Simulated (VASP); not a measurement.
# MgI2 (P-3m1) in VASP: notebook

MgI2 is run at these levels: PBEsol; tasks: electric field gradients.

Everything below comes from runs of VASP 6.6.1. Logs are shortened: lines on timing, memory, paths and dates and some standing lists are left out, and cuts for length are marked.

## 1. The cell of the first run

Symmetry: P-3m1, No. 164, trigonal system. Conventional cell: a = 4.195 Å, b = 4.195 Å, c = 6.862 Å, α = 90.00°, β = 90.00°, γ = 120.00°. Mg (site symmetry -3m) has 6 I at 2.94 Å within 3.9 Å. I (site symmetry 3m) has 3 Mg at 2.94 Å within 3.9 Å.

## 2. Electric field gradients, PBEsol (equal xx and yy strain of +1 %)

The input, INCAR:

```
  ALGO = Normal
  EDIFF = 1E-8
  ENCUT = 520
  GGA = PS
  ISIF = 2
  ISMEAR = -1
  LASPH = T
  LCHARG = F
  LEFG = T
  LREAL = F
  LWAVE = F
  NBANDS = 15
  NELM = 100
  PREC = Accurate
  SIGMA = 0.03
```

The input, KPOINTS:

```
k-points
0
Gamma
  7 7 4
```

The input, POSCAR:

```
MgI2
1.0
    4.1952371226      0.0000000000      0.0000000000
   -2.0976185613      3.6331819230      0.0000000000
    0.0000000000      0.0000000000      6.8620000000
Mg I
1 2
Direct
    0.0000000000      0.0000000000      0.0000000000
    0.3333333333      0.6666666667      0.7576300000
    0.6666666667      0.3333333333      0.2423700000
```

Potentials or basis: VASP PAW PBE potentials, release 64 (Mg, I).

Started as:

```
cat potpaw_PBE.64/Mg/POTCAR potpaw_PBE.64/I/POTCAR > POTCAR
mpirun -np 1 vasp_std > vasp.out
```

OUTCAR:

```text
EDIFF = 1E-8
   ENCUT = 520
   GGA = PS
   ISIF = 2
   ISMEAR = -1
   LASPH = T
   LREAL = F
   NELM = 100
   PREC = Accurate

 ion  position               nearest neighbor table
   1  0.000  0.000  0.000-   2 2.94   3 2.94   2 2.94   3 2.94   3 2.94   2 2.94
   2  0.333  0.667  0.758-   1 2.94   1 2.94   1 2.94
   3  0.667  0.333  0.242-   1 2.94   1 2.94   1 2.94

  LATTYP: Found a hexagonal cell.
 ALAT       =     4.1952371226
 C/A-ratio  =     1.6356643974

  Lattice vectors:

 A1 = (   4.1952371226,   0.0000000000,   0.0000000000)
 A2 = (  -2.0976185613,   3.6331819230,   0.0000000000)
 A3 = (   0.0000000000,   0.0000000000,   6.8620000000)

Analysis of symmetry for initial positions (statically):
=====================================================================
 Subroutine PRICEL returns:
 Original cell was already a primitive cell.

 Routine SETGRP: Setting up the symmetry group for a
 hexagonal supercell.

 Subroutine GETGRP returns: Found 12 space group operations
 (whereof 12 operations were pure point group operations)
 out of a pool of 24 trial point group operations.
[... 9 lines left out ...]
 hexagonal supercell.

 Subroutine GETGRP returns: Found 12 space group operations
 (whereof 12 operations were pure point group operations)
 out of a pool of 24 trial point group operations.

The dynamic configuration has the point symmetry D_3d.

 Subroutine INISYM returns: Found 12 space group operations
 (whereof 12 operations are pure point group operations),
 and found     1 'primitive' translations

----------------------------------------------------------------------------------------

                                     Primitive cell

  volume of cell :     104.5910

  direct lattice vectors                    reciprocal lattice vectors
     4.195237123  0.000000000  0.000000000     0.238365549  0.137620414  0.000000000
    -2.097618561  3.633181923  0.000000000     0.000000000  0.275240828  0.000000000
     0.000000000  0.000000000  6.862000000     0.000000000  0.000000000  0.145730108

  length of vectors
     4.195237123  4.195237123  6.862000000     0.275240828  0.275240828  0.145730108

  position of ions in fractional coordinates (direct lattice)
     0.000000000  0.000000000  0.000000000
     0.333333333  0.666666667  0.757630000
     0.666666667  0.333333333  0.242370000

[... 126 lines left out ...]

 val. band max:        2.0943744903   @ k =   0.0000   0.0000   0.0000
 cond. band min:       5.4934371744   @ k =   0.4286   0.0000   0.2500
 fundamental gap:      3.3990626840
 Fermi energy:         2.7134752174

 k-point     1 :       0.0000    0.0000    0.0000
  band No.  band energies     occupation
      1      -9.9926      2.00000
      2      -9.2936      2.00000
      3      -1.4319      2.00000
      4       1.5540      2.00000
      5       1.5540      2.00000
      6       1.9378      2.00000
      7       1.9378      2.00000
      8       2.0944      2.00000
      9       5.5243      0.00000
     10       6.6345      0.00000
     11       8.6135      0.00000
     12       8.6135      0.00000
     13       9.5144      0.00000
     14      10.0992      0.00000
[... 401 lines left out ...]
      2      -9.1761      2.00000
      3      -1.5112      2.00000
      4      -1.0240      2.00000
      5       0.8511      2.00000
      6       0.9332      2.00000
      7       1.2652      2.00000
      8       1.3676      2.00000
      9       5.5746      0.00000
     10       7.1586      0.00000
     11       7.8274      0.00000
     12       8.1722      0.00000
     13       9.6650      0.00000
     14      11.7470      0.00000
     15      11.9758      0.00000

 [... further k-points ...]
[... 5 lines left out ...]
  --------------------------------------------------------------------------------------
  -------------------------------------------------------------------------------------
  Total       -0.6650911     -0.6650911     -0.2163895      0.0000000      0.0000000      0.0000000
  in kB      -10.1881967    -10.1881967     -3.3147616      0.0000000      0.0000000      0.0000000
  external PRESSURE =      -7.8970517 kB  Pullay stress =       0.0000000 kB

 VOLUME and BASIS-vectors are now :
 -----------------------------------------------------------------------------
  energy-cutoff  :      520.00
  volume of cell :      104.59
      direct lattice vectors                 reciprocal lattice vectors
     4.195237123  0.000000000  0.000000000     0.238365549  0.137620414  0.000000000
    -2.097618561  3.633181923  0.000000000     0.000000000  0.275240828  0.000000000
     0.000000000  0.000000000  6.862000000     0.000000000  0.000000000  0.145730108

 POSITION                                       TOTAL-FORCE (eV/Angst)
 -----------------------------------------------------------------------------------
      0.00000      0.00000      0.00000        -0.000000      0.000000      0.000000
     -0.00000      2.42212      5.19886        -0.000000      0.000000      0.107012
      2.09762      1.21106      1.66314         0.000000     -0.000000     -0.107012
 -----------------------------------------------------------------------------------
    total drift:                               -0.000000      0.000000     -0.000000

  FREE ENERGIE OF THE ION-ELECTRON SYSTEM (eV)
  ---------------------------------------------------
  free  energy   TOTEN  =        -8.4114471526 eV

  energy  without entropy=       -8.4114471526  energy(sigma->0) =       -8.41144715

 Electric field gradients (V/A^2)
---------------------------------------------------------------------
 ion       V_xx      V_yy      V_zz      V_xy      V_xz      V_yz
---------------------------------------------------------------------
   1      -0.244    -0.244     0.488    -0.000    -0.000     0.000
   2      28.790    28.790   -57.579    -0.000     0.000    -0.000
   3      28.790    28.790   -57.579    -0.000     0.000    -0.000
---------------------------------------------------------------------

 Electric field gradients after diagonalization (V/A^2)
 (convention: |V_zz| > |V_xx| > |V_yy|)
----------------------------------------------------------------------
 ion       V_xx      V_yy      V_zz     asymmetry (V_yy - V_xx)/ V_zz
----------------------------------------------------------------------
   1      -0.244    -0.244     0.488       0.000
   2      28.790    28.789   -57.579       0.000
   3      28.790    28.789   -57.579       0.000
----------------------------------------------------------------------

           NMR quadrupolar parameters

 Cq : quadrupolar parameter    Cq=e*Q*V_zz/h
 eta: asymmetry parameters     (V_yy - V_xx)/ V_zz
 Q  : nuclear electric quadrupole moment in mb (millibarn)
----------------------------------------------------------------------
 ion       Cq(MHz)       eta       Q (mb)
----------------------------------------------------------------------
   1       0.001       0.000       1.000
   2      -0.139       0.000       1.000
   3      -0.139       0.000       1.000
----------------------------------------------------------------------
```

OSZICAR:

```text
N       E                     dE             d eps       ncg     rms          rms(c)
DAV:   1     0.750373756641E+02    0.75037E+02   -0.56757E+03   840   0.831E+02
DAV:   2    -0.263376134350E+01   -0.77671E+02   -0.70874E+02  1202   0.129E+02
DAV:   3    -0.847110249104E+01   -0.58373E+01   -0.58161E+01  1162   0.413E+01
DAV:   4    -0.858005948433E+01   -0.10896E+00   -0.10895E+00  1168   0.671E+00
DAV:   5    -0.858113161494E+01   -0.10721E-02   -0.10721E-02  1169   0.634E-01    0.388E+00
DAV:   6    -0.844578006005E+01    0.13535E+00   -0.10549E-01   959   0.164E+00    0.257E+00
DAV:   7    -0.841372244347E+01    0.32058E-01   -0.10385E-01   980   0.157E+00    0.663E-01
DAV:   8    -0.841148451548E+01    0.22379E-02   -0.75209E-03   980   0.483E-01    0.266E-01
DAV:   9    -0.841145883160E+01    0.25684E-04   -0.88581E-04  1106   0.174E-01    0.102E-01
DAV:  10    -0.841144536505E+01    0.13467E-04   -0.39435E-05  1029   0.414E-02    0.384E-02
DAV:  11    -0.841144670259E+01   -0.13375E-05   -0.51222E-06  1064   0.131E-02    0.166E-02
DAV:  12    -0.841144695863E+01   -0.25605E-06   -0.45234E-07  1085   0.433E-03    0.802E-03
DAV:  13    -0.841144711412E+01   -0.15549E-06   -0.15579E-07  1022   0.203E-03    0.145E-03
DAV:  14    -0.841144719615E+01   -0.82031E-07   -0.90140E-08   973   0.174E-03    0.284E-03
DAV:  15    -0.841144716727E+01    0.28888E-07   -0.78604E-09   910   0.513E-04    0.970E-04
DAV:  16    -0.841144715181E+01    0.15456E-07   -0.50448E-09   721   0.365E-04    0.313E-04
DAV:  17    -0.841144715257E+01   -0.76091E-09   -0.49991E-10   539   0.142E-04
   1 F= -.84114472E+01 E0= -.84114472E+01  d E =-.113569E-10
```

stdout:

```text
POSCAR found type information on POSCAR MgI
 POSCAR found :  2 types and       3 ions
 scaLAPACK will be used
 -----------------------------------------------------------------------------
|                                                                             |
|                                                                             |
|     You enforced a specific xc type in the INCAR file but a different       |
|     I HOPE YOU KNOW WHAT YOU ARE DOING!                                     |
|                                                                             |
 -----------------------------------------------------------------------------

 LDA part: xc-table for (Slater+PW92), standard interpolation
 POSCAR, INCAR and KPOINTS ok, starting setup
 FFT: planning ... GRIDC
 FFT: planning ... GRID_SOFT
 FFT: planning ... GRID
 WAVECAR not read
 entering main loop
ion   1

ion   2

ion   3
```

Run time: 42 s. Hardware: 1 thread of Intel Xeon Platinum 8375C at 2.90GHz (Ice Lake), shared host; peak memory 0.24 GiB.

Results:

```yaml
Free_energy: -8.4114 eV
Pressure: -0.8 GPa
Largest_force: 0.107 eV/Å
Band_gap_on_the_k_mesh: 3.40 eV, indirect (least direct gap 3.43 eV)
```

Forces in eV/Å, atoms in the order of the input:
```
Mg   0.000  0.000  0.000
I    0.000  0.000  0.107
I    0.000  0.000 -0.107
```

Stress tensor (GPa, compression positive):
```
-1.02  0.00  0.00
 0.00 -1.02  0.00
 0.00  0.00 -0.33
```

Electric field gradients, principal values (V/Å²):
```tsv
atom	least	middle	greatest (by size)
1 Mg	-0.244	-0.244	0.488
2 I	28.789	28.790	-57.579
3 I	28.789	28.790	-57.579
```

Caveat: the cell differs from its parent crystal (equal xx and yy strain of +1 %); without QUAD_EFG the Cq values of the log hold for a quadrupole moment of 1 mb, not for the nuclei; the PAW data sets were made with another functional, which shifts forces and pressure a little; spin-orbit coupling is left out, which moves the levels of the heavy elements; this functional lacks dispersion, which binds the layers, so the pressure and a relaxed spacing across them are unreliable.

(Part 1 of 2 ends here.)
